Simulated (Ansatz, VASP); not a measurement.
**One calculation of GeAs5, two programs**

```
CELL_PARAMETERS angstrom
4.82104 0.00000 0.00000
-2.41052 4.17514 0.00000
0.00000 0.00000 9.75239
ATOMIC_POSITIONS crystal
Ge 0.00000 0.00000 0.00000
As 0.00000 0.00000 0.50000
As 0.33333 0.66667 0.00000
As 0.66667 0.33333 0.00000
As 0.00000 0.00000 0.73607
As 0.00000 0.00000 0.26393
```

Alike in both runs: task relaxation of cell and atoms; functional PBE; k mesh 12 × 12 × 4; occupations gaussian, width 0.1 eV; no spin polarisation.

```csv
,VASP,Ansatz
version,VASP 6.6.1,Ansatz 0.2.0
potentials or method,"VASP PAW PBE potentials, release 64 (Ge_d, As), cutoff 600 eV","scalar-relativistic, plane waves, PAW"
valence electrons in the cell,39,89
```

|  | VASP | Ansatz | Ansatz less VASP |
| --- | --- | --- | --- |
| gap on the k mesh at the Fermi level, each at its own relaxed structure (eV) | none | none | - |
| relaxed volume (Å³/atom) | 33.15 | 33.07 | -0.085 |
| relaxed length of the cell vector where the two differ most in proportion (Å) | 4.856 | 4.851 | -0.0048 |

A gap of «none» marks a metal or a gap that the smearing closes. VASP's potentials hold 39 valence electrons a cell and Ansatz's 89, so a difference there can come from the potentials and not from the codes.
